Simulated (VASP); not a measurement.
# PbF2 (Aea2) in VASP: notebook

Runs on PbF2. Level: PBEsol. Tasks: single point.

All numbers are computed with VASP 6.6.1; they aren't measurements. Logs are shortened: lines on timing, memory, paths and dates and some standing lists are left out, and cuts for length are marked.

### 1 The cell of the first run

It takes space group Aea2 (No. 41, orthorhombic). The conventional cell has a = 5.922 Å, b = 5.902 Å, c = 5.920 Å, α = 90.00°, β = 90.00°, γ = 90.00°. Within 3.3 Å of Pb (site symmetry 2) lie 8 F at 2.50 to 2.68 Å. Within 3.3 Å of F (site symmetry 1) lie 4 Pb at 2.50 to 2.68 Å and 6 F at 2.96 to 2.97 Å.

### 2 Single point, PBEsol

INCAR

```
SYSTEM = PbF2
PREC     = Accurate       ! precision mode
ENCUT    = 520            ! plane-wave cutoff, eV
EDIFF    = 1E-7           ! SCF threshold, eV
ISMEAR   = 0              ! smearing method
SIGMA    = 0.01           ! smearing width, eV
LREAL    = .False.        ! projectors in reciprocal space
LASPH    = .True.         ! aspherical terms in the spheres
NELM     = 60             ! most SCF steps
ALGO     = Normal         ! electronic algorithm
ISIF     = 2              ! what is computed and relaxed
LWAVE    = .False.        ! write WAVECAR
LCHARG   = .False.        ! write CHGCAR
GGA      = PS             ! functional
NBANDS   = 37             ! bands
```

KPOINTS

```
regular mesh
0
Gamma
  4 6 6
  0 0 0
```

POSCAR

```
PbF2
1.0
    5.9219336274      0.0000000000      0.0000000000
    0.0000000000      2.9511579650      2.9602364093
    0.0000000000     -2.9511579650      2.9602364093
Pb F
2 4
Direct
    0.5000000000      0.9774790000      0.9774790000
    0.0000000000      0.4774790000      0.4774790000
    0.7647730000      0.9736080000      0.4586660000
    0.2352270000      0.4586660000      0.9736080000
    0.7352270000      0.4736080000      0.9586660000
    0.2647730000      0.9586660000      0.4736080000
```

Potentials or basis: VASP PAW PBE potentials, release 64 (Pb_d, F).

Started as:

```
cat potpaw_PBE.64/Pb_d/POTCAR potpaw_PBE.64/F/POTCAR > POTCAR
mpirun -np 1 vasp_std > vasp.out
```

OUTCAR:

```text
SYSTEM = PbF2
   PREC = Accurate
   ENCUT = 520
   EDIFF = 1E-7
   ISMEAR = 0
   LREAL = .False.
   LASPH = .True.
   NELM = 60
   ISIF = 2
   GGA = PS

 ion  position               nearest neighbor table
   1  0.500  0.977  0.977-   5 2.50   6 2.50   6 2.53   5 2.53   3 2.55   4 2.55   4 2.68   3 2.68

   2  0.000  0.477  0.477-   3 2.50   4 2.50   4 2.53   3 2.53   5 2.55   6 2.55   5 2.68   6 2.68

   3  0.765  0.974  0.459-   2 2.50   2 2.53   1 2.55   1 2.68
   4  0.235  0.459  0.974-   2 2.50   2 2.53   1 2.55   1 2.68
   5  0.735  0.474  0.959-   1 2.50   1 2.53   2 2.55   2 2.68
   6  0.265  0.959  0.474-   1 2.50   1 2.53   2 2.55   2 2.68

  LATTYP: Found a base centered orthorhombic cell.
 ALAT       =     5.9023159300
 B/A-ratio  =     1.0030762312
 C/A-ratio  =     1.0033237288

  Lattice vectors:

 A1 = (   0.0000000000,   2.9511579650,  -2.9602364093)
 A2 = (   0.0000000000,   2.9511579650,   2.9602364093)
 A3 = (   5.9219336274,   0.0000000000,   0.0000000000)

Analysis of symmetry for initial positions (statically):
=====================================================================
 Subroutine PRICEL returns:
 Original cell was already a primitive cell.

 Routine SETGRP: Setting up the symmetry group for a
 base centered orthorhombic supercell.

 Subroutine GETGRP returns: Found  4 space group operations
 (whereof  2 operations were pure point group operations)
 out of a pool of  8 trial point group operations.

The static configuration has the point symmetry C_2 .
 The point group associated with its full space group is C_2v.

Analysis of symmetry for dynamics (positions and initial velocities):
=====================================================================
 Subroutine PRICEL returns:
 Original cell was already a primitive cell.

 Routine SETGRP: Setting up the symmetry group for a
 base centered orthorhombic supercell.

 Subroutine GETGRP returns: Found  4 space group operations
 (whereof  2 operations were pure point group operations)
 out of a pool of  8 trial point group operations.

The dynamic configuration has the point symmetry C_2 .
 The point group associated with its full space group is C_2v.

 Subroutine INISYM returns: Found  4 space group operations
 (whereof  2 operations are pure point group operations),
 and found     1 'primitive' translations

----------------------------------------------------------------------------------------

                                     Primitive cell

  volume of cell :     103.4695

  direct lattice vectors                    reciprocal lattice vectors
     5.921933627  0.000000000  0.000000000     0.168863764  0.000000000  0.000000000
     0.000000000  2.951157965  2.960236409     0.000000000  0.169425021  0.168905429
     0.000000000 -2.951157965  2.960236409     0.000000000 -0.169425021  0.168905429

  length of vectors
     5.921933627  4.179991978  4.179991978     0.168863764  0.239236037  0.239236037

  position of ions in fractional coordinates (direct lattice)
     0.500000000  0.977479000  0.977479000
     0.000000000  0.477479000  0.477479000
     0.764773000  0.973608000  0.458666000
     0.235227000  0.458666000  0.973608000
     0.735227000  0.473608000  0.958666000
     0.264773000  0.958666000  0.473608000

  ion indices of the primitive-cell ions
   primitive index   ion index
                 1           1
                 2           2
                 3           3
                 4           4
                 5           5
                 6           6

----------------------------------------------------------------------------------------

 KPOINTS: regular mesh

Automatic generation of k-mesh.
 Grid dimensions read from file:
 generate k-points for:    4    6    6

 Generating k-lattice:

  Cartesian coordinates                     Fractional coordinates (reciprocal lattice)
     0.042215941  0.000000000  0.000000000     0.250000000  0.000000000  0.000000000
     0.000000000  0.028237503  0.028150905     0.000000000  0.166666667  0.000000000
     0.000000000 -0.028237503  0.028150905     0.000000000  0.000000000  0.166666667

  Length of vectors
     0.042215941  0.039872673  0.039872673

  Shift w.r.t. Gamma in fractional coordinates (k-lattice)
     0.000000000  0.000000000  0.000000000

 Subroutine IBZKPT returns following result:
 ===========================================

 Found     39 irreducible k-points:

 Following reciprocal coordinates:
            Coordinates               Weight
  0.000000  0.000000  0.000000      1.000000
  0.250000  0.000000  0.000000      2.000000
  0.500000  0.000000  0.000000      1.000000
  0.000000  0.166667 -0.000000      4.000000
  0.250000  0.166667 -0.000000      8.000000
  0.500000  0.166667 -0.000000      4.000000
[... 16 lines left out ...]
  0.250000 -0.333333  0.166667      8.000000
  0.500000 -0.333333  0.166667      4.000000
 [... further k-points ...]
   k-points           NKPTS =     39   k-points in BZ     NKDIM =     39   number of bands    NBANDS=     37
   number of dos      NEDOS =    301   number of ions     NIONS =      6
   total plane-waves  NPLWV =  49152
   dimension x,y,z NGX =    48 NGY =   32 NGZ =   32
   dimension x,y,z NGXF=    96 NGYF=   64 NGZF=   64
   ions per type =               2   4
   NGX,Y,Z   is equivalent  to a cutoff of  13.47, 12.73, 12.73 a.u.
   NGXF,Y,Z  is equivalent  to a cutoff of  26.95, 25.45, 25.45 a.u.
 SYSTEM =  PbF2
   PREC   = accura    normal or accurate (medium, high low for compatibility)
   ISTART =      0    job   : 0-new  1-cont  2-samecut
   ICHARG =      2    charge: 1-file 2-atom 10-const
   ISPIN  =      1    spin polarized calculation?
   LNONCOLLINEAR =      F non collinear calculations
   LSORBIT =      F    spin-orbit coupling
   LASPH  =      T    aspherical Exc in radial PAW
   ENCUT  =  520.0 eV  38.22 Ry    6.18 a.u.  11.01  7.77  7.77*2*pi/ulx,y,z
   NELM   =     60;   NELMIN=  2; NELMDL= -5     # of ELM steps
   EDIFF  = 0.1E-06   stopping-criterion for ELM
   LREAL  =      F    real-space projection
   EDIFFG = 0.1E-05   stopping-criterion for IOM
   NSW    =      0    number of steps for IOM
   IBRION =     -1    ionic relax: 0-MD 1-quasi-New 2-CG
   NFREE  =      0    steps in history (QN), initial steepest desc. (CG)
   ISIF   =      2    stress and relaxation
   ISYM   =      2    0-nonsym 1-usesym 2-fastsym
   POTIM  = 0.5000    time-step for ionic-motion
   TEBEG  =    0.0;   TEEND  =   0.0 temperature during run
   PSTRESS=    0.0 pullay stress
   NELECT =      56.0000    total number of electrons
   NUPDOWN=      -1.0000    fix difference up-down
   EMIN   =  10.00;   EMAX   =-10.00  energy-range for DOS
   EFERMI =   0.00;   METHOD = LEGACY
   ISMEAR =     0;   SIGMA  =   0.01  broadening in eV -4-tet -1-fermi 0-gaus
   EFERMI_NEDOS =   21; number of points for ismear=-14 and -15
   IALGO  =     38    algorithm
   IMIX   =      4    mixing-type and parameters
     AMIX     =   0.40;   BMIX     =  1.00
     AMIX_MAG =   1.60;   BMIX_MAG =  1.00
  volume/ion in A,a.u.               =      17.24       116.37
  Fermi-wavevector in a.u.,A,eV,Ry     =   1.334136  2.521151 24.217260  1.779918
  Thomas-Fermi vector in A             =   2.462940
   LORBIT       =      0    0 simple, 1 ext, 2 COOP (PROOUT), +10 PAW based schemes
   GGA     = PS    functional components
   LHFCALC =     F    Hartree Fock is set to
   AEXX    =    0.0000 exact exchange contribution
   IVDW    =     0    specifies the selected vdW correction
   LEPSILON=     F    determine dielectric tensor
   LRPA    =     F    only Hartree local field effects (RPA)
 non-spin polarized calculation
 Gauss-broadening in eV      SIGMA  =   0.01
  energy-cutoff  :      520.00
  volume of cell :      103.47
 maximum number of plane-waves:      2806
 NGX is ok and might be reduce to    48
   NGX = 23   NGY = 15   NGZ = 15

 number of electron      56.0000024 magnetization

 Free energy of the ion-electron system (eV)
  ---------------------------------------------------
  ext. energy  EPLUGINS =         0.00000000
  ---------------------------------------------------
  free energy    TOTEN  =       -29.84958316 eV

  energy without entropy =      -29.84958316  energy(sigma->0) =      -29.84958316

 E-fermi :   1.9321     XC(G=0):  -9.6907

 val. band max:        1.8515252469   @ k =   0.5000   0.5000   0.5000
 cond. band min:       6.1279593835   @ k =   0.0000   0.0000   0.0000
 fundamental gap:      4.2764341366
 Fermi energy:         1.9321297823

 k-point     1 :       0.0000    0.0000    0.0000
  band No.  band energies     occupation
      1     -19.2307      2.00000
      2     -18.9379      2.00000
      3     -18.8272      2.00000
      4     -18.5875      2.00000
      5     -12.5514      2.00000
      6     -12.5496      2.00000
[... 29 lines left out ...]
     36      12.3181      0.00000
     37      15.7573      0.00000

 k-point     2 :       0.2500    0.0000    0.0000
  band No.  band energies     occupation
      1     -19.1895      2.00000
      2     -18.9826      2.00000
      3     -18.7937      2.00000
      4     -18.6244      2.00000
      5     -12.5413      2.00000
      6     -12.5381      2.00000
[... 29 lines left out ...]
     36      13.4071      0.00000
     37      15.6796      0.00000

 k-point     3 :       0.5000    0.0000    0.0000
  band No.  band energies     occupation
      1     -19.0875      2.00000
      2     -19.0875      2.00000
      3     -18.7104      2.00000
      4     -18.7104      2.00000
      5     -12.5089      2.00000
      6     -12.5089      2.00000
[... 29 lines left out ...]
     36      12.8829      0.00000
     37      17.1576      0.00000
[... 761 lines left out ...]
 k-point    23 :       0.2500   -0.3333    0.1667
  band No.  band energies     occupation
      1     -19.0446      2.00000
      2     -18.9068      2.00000
      3     -18.8674      2.00000
      4     -18.7487      2.00000
      5     -12.5186      2.00000
      6     -12.5133      2.00000
[... 29 lines left out ...]
     36      13.4533      0.00000
     37      15.8233      0.00000

 k-point    24 :       0.5000   -0.3333    0.1667
  band No.  band energies     occupation
      1     -18.9760      2.00000
      2     -18.9752      2.00000
      3     -18.8099      2.00000
      4     -18.8090      2.00000
      5     -12.5191      2.00000
      6     -12.5150      2.00000
[... 29 lines left out ...]
     36      13.5242      0.00000
     37      15.4290      0.00000

 [... further k-points ...]

------------------------ aborting loop because EDIFF is reached ----------------------------------------

  FORCE on cell =-STRESS in cart. coord.  units (eV):
  Direction    XX          YY          ZZ          XY          YZ          ZX
  --------------------------------------------------------------------------------------
  -------------------------------------------------------------------------------------
  Total       -0.3663455     -0.2744929     -0.3409240      0.0000000      0.0000000      0.0000000
  in kB       -5.6726901     -4.2503955     -5.2790495      0.0000000      0.0000000      0.0000000
  external PRESSURE =      -5.0673784 kB  Pullay stress =       0.0000000 kB

 VOLUME and BASIS-vectors are now :
 -----------------------------------------------------------------------------
  energy-cutoff  :      520.00
  volume of cell :      103.47
      direct lattice vectors                 reciprocal lattice vectors
     5.921933627  0.000000000  0.000000000     0.168863764  0.000000000  0.000000000
     0.000000000  2.951157965  2.960236409     0.000000000  0.169425021  0.168905429
     0.000000000 -2.951157965  2.960236409     0.000000000 -0.169425021  0.168905429

 POSITION                                       TOTAL-FORCE (eV/Angst)
 -----------------------------------------------------------------------------------
      2.96097      0.00000      5.78714         0.000000      0.000000     -0.063767
      0.00000      0.00000      2.82690         0.000000      0.000000     -0.063767
      4.52893      1.51968      4.23987        -0.069304     -0.048696      0.031883
      1.39300     -1.51968      4.23987         0.069304      0.048696      0.031883
      4.35397     -1.43148      4.23987         0.069304     -0.048696      0.031883
      1.56797      1.43148      4.23987        -0.069304      0.048696      0.031883
 -----------------------------------------------------------------------------------
    total drift:                                0.000000     -0.000001      0.001004

  FREE ENERGIE OF THE ION-ELECTRON SYSTEM (eV)
  ---------------------------------------------------
  free  energy   TOTEN  =       -29.8495831582 eV

  energy  without entropy=      -29.8495831582  energy(sigma->0) =      -29.84958316
```

Run time: 69 s. Hardware: 1 thread of Intel Xeon 6975P-C (Granite Rapids), shared host; peak memory 0.27 GiB.

What came out:

* Free energy: -29.8496 eV
* Pressure: -0.5 GPa
* Largest force: 0.091 eV/Å
* Band gap on the k mesh: 4.28 eV

Forces on the atoms (eV/Å):
```
Pb   0.000  0.000 -0.064
Pb   0.000  0.000 -0.064
F   -0.069 -0.049  0.032
F    0.069  0.049  0.032
F    0.069 -0.049  0.032
F   -0.069  0.049  0.032
```

Levels at points of the mesh, in eV from the valence-band top:
```
           k point  band 25  band 26  band 27  band 28  band 29  band 30  band 31  band 32
(0.00, 0.00, 0.00)    -1.68    -1.64    -1.59    -0.18     4.28     6.63     6.70     6.70
(0.50, 0.00, 0.00)    -1.75    -1.75    -1.02    -1.02     4.92     4.92     7.32     7.32
(0.00, 0.50, 0.00)    -1.73    -1.73    -0.27    -0.27     5.36     5.36     6.65     6.65
(0.50, 0.50, 0.00)    -2.22    -2.22    -0.06    -0.06     4.90     4.90     7.50     7.50
(0.00, 0.50, 0.50)    -1.63    -1.62    -0.15    -0.13     4.28     4.29     7.70     7.79
(0.50, 0.50, 0.50)    -1.58    -1.58     0.00     0.00     5.94     5.94     5.95     5.95
```

Caveat: the PAW data sets were made with another functional, which shifts forces and pressure a little; spin-orbit coupling is left out, which moves the levels of the heavy elements.

(Part 1 of 3 ends here.)
